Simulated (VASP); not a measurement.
# AlAs (F-43m) in VASP: single point with PBE

Aim: the single point of AlAs with PBE.

Program: VASP 6.6.1. These are calculated values, not measurements. Logs are shortened: lines on timing, memory, paths and dates and some standing lists are left out, and cuts for length are marked.

## Step 1: The cell of the first run

The structure is cubic, space group F-43m (No. 216). The conventional cell has a = 5.661 Å, b = 5.661 Å, c = 5.661 Å, α = 90.00°, β = 90.00°, γ = 90.00°. Within 3.2 Å of Al (site symmetry -43m) lie 4 As at 2.45 Å. As (site symmetry -43m) has 4 Al at 2.45 Å within 3.2 Å.

## Step 2: Single point, PBE

File INCAR:

```
PREC = Accurate ; ENCUT = 500
EDIFF = 1E-6 ; ISMEAR = 0
SIGMA = 0.01 ; LREAL = False
LASPH = True ; NELM = 120
ALGO = Normal ; ISIF = 2
LWAVE = False ; LCHARG = False
GGA = PE ; NBANDS = 11
GGA_COMPAT = False
```

File KPOINTS:

```
regular mesh
0
Gamma
  3 3 3
```

File POSCAR:

```
AlAs
1.0
    0.0000000000      2.8304000000      2.8304000000
    2.8304000000      0.0000000000      2.8304000000
    2.8304000000      2.8304000000      0.0000000000
Al As
1 1
Direct
    0.0000000000      0.0000000000      0.0000000000
    0.2500000000      0.2500000000      0.2500000000
```

Potentials or basis: VASP PAW PBE potentials, release 64 (Al, As).

Started as:

```
cat potpaw_PBE.64/Al/POTCAR potpaw_PBE.64/As/POTCAR > POTCAR
mpirun -np 1 vasp_std > vasp.out
```

OUTCAR:

```text
PREC = Accurate
   ENCUT = 500
   EDIFF = 1E-6
   ISMEAR = 0
   LREAL = False
   LASPH = True
   NELM = 120
   ISIF = 2
   GGA = PE

 ion  position               nearest neighbor table
   1  0.000  0.000  0.000-   2 2.45   2 2.45   2 2.45   2 2.45
   2  0.250  0.250  0.250-   1 2.45   1 2.45   1 2.45   1 2.45

  LATTYP: Found a face centered cubic cell.
 ALAT       =     5.6608000000

  Lattice vectors:

 A1 = (   0.0000000000,   2.8304000000,   2.8304000000)
 A2 = (   2.8304000000,   0.0000000000,   2.8304000000)
 A3 = (   2.8304000000,   2.8304000000,   0.0000000000)

Analysis of symmetry for initial positions (statically):
=====================================================================
 Subroutine PRICEL returns:
 Original cell was already a primitive cell.

 Routine SETGRP: Setting up the symmetry group for a
 face centered cubic supercell.

 Subroutine GETGRP returns: Found 24 space group operations
 (whereof 24 operations were pure point group operations)
 out of a pool of 48 trial point group operations.

The static configuration has the point symmetry T_d .

Analysis of symmetry for dynamics (positions and initial velocities):
=====================================================================
 Subroutine PRICEL returns:
 Original cell was already a primitive cell.

 Routine SETGRP: Setting up the symmetry group for a
 face centered cubic supercell.

 Subroutine GETGRP returns: Found 24 space group operations
 (whereof 24 operations were pure point group operations)
 out of a pool of 48 trial point group operations.

The dynamic configuration has the point symmetry T_d .

 Subroutine INISYM returns: Found 24 space group operations
 (whereof 24 operations are pure point group operations),
 and found     1 'primitive' translations

----------------------------------------------------------------------------------------

                                     Primitive cell

  volume of cell :      45.3496

  direct lattice vectors                    reciprocal lattice vectors
     0.000000000  2.830400000  2.830400000    -0.176653477  0.176653477  0.176653477
     2.830400000  0.000000000  2.830400000     0.176653477 -0.176653477  0.176653477
     2.830400000  2.830400000  0.000000000     0.176653477  0.176653477 -0.176653477

  length of vectors
     4.002790067  4.002790067  4.002790067     0.305972797  0.305972797  0.305972797

  position of ions in fractional coordinates (direct lattice)
     0.000000000  0.000000000  0.000000000
     0.250000000  0.250000000  0.250000000

  ion indices of the primitive-cell ions
   primitive index   ion index
                 1           1
                 2           2

----------------------------------------------------------------------------------------

 KPOINTS: regular mesh

Automatic generation of k-mesh.
 Grid dimensions read from file:
 generate k-points for:    3    3    3

 Generating k-lattice:

  Cartesian coordinates                     Fractional coordinates (reciprocal lattice)
    -0.058884492  0.058884492  0.058884492     0.333333333  0.000000000  0.000000000
     0.058884492 -0.058884492  0.058884492     0.000000000  0.333333333  0.000000000
     0.058884492  0.058884492 -0.058884492     0.000000000  0.000000000  0.333333333

  Length of vectors
     0.101990932  0.101990932  0.101990932

  Shift w.r.t. Gamma in fractional coordinates (k-lattice)
     0.000000000  0.000000000  0.000000000

 Subroutine IBZKPT returns following result:
 ===========================================

 Found      4 irreducible k-points:

 Following reciprocal coordinates:
            Coordinates               Weight
  0.000000  0.000000  0.000000      1.000000
  0.333333  0.000000  0.000000      8.000000
  0.333333  0.333333  0.000000      6.000000
 -0.333333  0.333333  0.000000     12.000000
   k-points           NKPTS =      4   k-points in BZ     NKDIM =      4   number of bands    NBANDS=     11
   number of dos      NEDOS =    301   number of ions     NIONS =      2
   total plane-waves  NPLWV =  27000
   dimension x,y,z NGX =    30 NGY =   30 NGZ =   30
   dimension x,y,z NGXF=    60 NGYF=   60 NGZF=   60
   ions per type =               1   1
   NGX,Y,Z   is equivalent  to a cutoff of  12.46, 12.46, 12.46 a.u.
   NGXF,Y,Z  is equivalent  to a cutoff of  24.92, 24.92, 24.92 a.u.
 SYSTEM =  unknown system
   PREC   = accura    normal or accurate (medium, high low for compatibility)
   ISTART =      0    job   : 0-new  1-cont  2-samecut
   ICHARG =      2    charge: 1-file 2-atom 10-const
   ISPIN  =      1    spin polarized calculation?
   LNONCOLLINEAR =      F non collinear calculations
   LSORBIT =      F    spin-orbit coupling
   LASPH  =      T    aspherical Exc in radial PAW
   ENCUT  =  500.0 eV  36.75 Ry    6.06 a.u.   7.30  7.30  7.30*2*pi/ulx,y,z
   NELM   =    120;   NELMIN=  2; NELMDL= -5     # of ELM steps
   EDIFF  = 0.1E-05   stopping-criterion for ELM
   LREAL  =      F    real-space projection
   EDIFFG = 0.1E-04   stopping-criterion for IOM
   NSW    =      0    number of steps for IOM
   IBRION =     -1    ionic relax: 0-MD 1-quasi-New 2-CG
   NFREE  =      0    steps in history (QN), initial steepest desc. (CG)
   ISIF   =      2    stress and relaxation
   ISYM   =      2    0-nonsym 1-usesym 2-fastsym
   POTIM  = 0.5000    time-step for ionic-motion
   TEBEG  =    0.0;   TEEND  =   0.0 temperature during run
   PSTRESS=    0.0 pullay stress
   NELECT =       8.0000    total number of electrons
   NUPDOWN=      -1.0000    fix difference up-down
   EMIN   =  10.00;   EMAX   =-10.00  energy-range for DOS
   EFERMI =   0.00;   METHOD = LEGACY
   ISMEAR =     0;   SIGMA  =   0.01  broadening in eV -4-tet -1-fermi 0-gaus
   EFERMI_NEDOS =   21; number of points for ismear=-14 and -15
   IALGO  =     38    algorithm
   IMIX   =      4    mixing-type and parameters
     AMIX     =   0.40;   BMIX     =  1.00
     AMIX_MAG =   1.60;   BMIX_MAG =  1.00
  volume/ion in A,a.u.               =      22.67       153.02
  Fermi-wavevector in a.u.,A,eV,Ry     =   0.918150  1.735052 11.469706  0.843000
  Thomas-Fermi vector in A             =   2.043199
   LORBIT       =      0    0 simple, 1 ext, 2 COOP (PROOUT), +10 PAW based schemes
   GGA     = PE    functional components
   LHFCALC =     F    Hartree Fock is set to
   AEXX    =    0.0000 exact exchange contribution
   IVDW    =     0    specifies the selected vdW correction
   LEPSILON=     F    determine dielectric tensor
   LRPA    =     F    only Hartree local field effects (RPA)
 non-spin polarized calculation
 Gauss-broadening in eV      SIGMA  =   0.01
  energy-cutoff  :      500.00
  volume of cell :       45.35
 maximum number of plane-waves:      1150
 NGX is ok and might be reduce to    30
   NGX = 15   NGY = 15   NGZ = 15

 number of electron       8.0000000 magnetization

 Free energy of the ion-electron system (eV)
  ---------------------------------------------------
  ext. energy  EPLUGINS =         0.00000000
  ---------------------------------------------------
  free energy    TOTEN  =        -8.94330135 eV

  energy without entropy =       -8.94330135  energy(sigma->0) =       -8.94330135

 E-fermi :   4.0818     XC(G=0):  -8.9831

 val. band max:        3.9993277731   @ k =   0.0000   0.0000   0.0000
 cond. band min:       5.9248953633   @ k =   0.3333   0.3333   0.0000
 fundamental gap:      1.9255675902
 Fermi energy:         4.0818101495

 k-point     1 :       0.0000    0.0000    0.0000
  band No.  band energies     occupation
      1      -7.8661      2.00000
      2       3.9993      2.00000
      3       3.9993      2.00000
      4       3.9993      2.00000
      5       6.0451      0.00000
      6       8.2109      0.00000
      7       8.2109      0.00000
      8       8.2109      0.00000
      9      12.8329      0.00000
     10      12.9410      0.00000
     11      12.9410      0.00000

 k-point     2 :       0.3333    0.0000    0.0000
  band No.  band energies     occupation
      1      -6.9074      2.00000
      2      -0.5288      2.00000
      3       3.3251      2.00000
      4       3.3251      2.00000
      5       6.3230      0.00000
      6       8.7895      0.00000
      7       8.7895      0.00000
      8      11.4831      0.00000
      9      12.9790      0.00000
     10      12.9790      0.00000
     11      13.3371      0.00000

 k-point     3 :       0.3333    0.3333    0.0000
  band No.  band energies     occupation
      1      -6.5632      2.00000
      2      -0.3217      2.00000
      3       2.1824      2.00000
      4       2.1824      2.00000
      5       5.9249      0.00000
      6       6.9471      0.00000
      7      12.1202      0.00000
      8      12.1202      0.00000
      9      13.0209      0.00000
     10      14.8834      0.00000
     11      17.6351      0.00000

 k-point     4 :      -0.3333    0.3333    0.0000
  band No.  band energies     occupation
      1      -6.0035      2.00000
      2      -1.1061      2.00000
      3       0.4412      2.00000
      4       2.4419      2.00000
      5       6.5340      0.00000
      6      10.3114      0.00000
      7      11.2476      0.00000
      8      11.5719      0.00000
      9      11.8960      0.00000
     10      12.8369      0.00000
     11      18.2829      0.00000

------------------------ aborting loop because EDIFF is reached ----------------------------------------

  FORCE on cell =-STRESS in cart. coord.  units (eV):
  Direction    XX          YY          ZZ          XY          YZ          ZX
  --------------------------------------------------------------------------------------
  -------------------------------------------------------------------------------------
  Total        1.1117711      1.1117711      1.1117711      0.0000000      0.0000000      0.0000000
  in kB       39.2782864     39.2782864     39.2782864      0.0000000      0.0000000      0.0000000
  external PRESSURE =      39.2782864 kB  Pullay stress =       0.0000000 kB

 VOLUME and BASIS-vectors are now :
 -----------------------------------------------------------------------------
  energy-cutoff  :      500.00
  volume of cell :       45.35
      direct lattice vectors                 reciprocal lattice vectors
     0.000000000  2.830400000  2.830400000    -0.176653477  0.176653477  0.176653477
     2.830400000  0.000000000  2.830400000     0.176653477 -0.176653477  0.176653477
     2.830400000  2.830400000  0.000000000     0.176653477  0.176653477 -0.176653477

 POSITION                                       TOTAL-FORCE (eV/Angst)
 -----------------------------------------------------------------------------------
      0.00000      0.00000      0.00000        -0.000000     -0.000000     -0.000000
      1.41520      1.41520      1.41520         0.000000      0.000000      0.000000
 -----------------------------------------------------------------------------------
    total drift:                               -0.000000     -0.000000     -0.000000

  FREE ENERGIE OF THE ION-ELECTRON SYSTEM (eV)
  ---------------------------------------------------
  free  energy   TOTEN  =        -8.9433013508 eV

  energy  without entropy=       -8.9433013508  energy(sigma->0) =       -8.94330135
```

Run time: 4.7 s. Hardware: 1 thread of AMD EPYC 7R13 (Zen 3), shared host; peak memory 0.13 GiB.

Results:

```yaml
Free_energy: -8.9433 eV
Pressure: 3.9 GPa
Band_gap_on_the_k_mesh: 1.93 eV, indirect (least direct gap 2.05 eV)
```

Levels at points of the mesh, in eV from the valence-band top:
```
           k point  band 1  band 2  band 3  band 4  band 5  band 6  band 7  band 8  band 9
(0.00, 0.00, 0.00)  -11.87    0.00    0.00    0.00    2.05    4.21    4.21    4.21    8.83
```

Caveat: the k points lie up to 0.64 Å⁻¹ apart. A k mesh can miss the band edges.
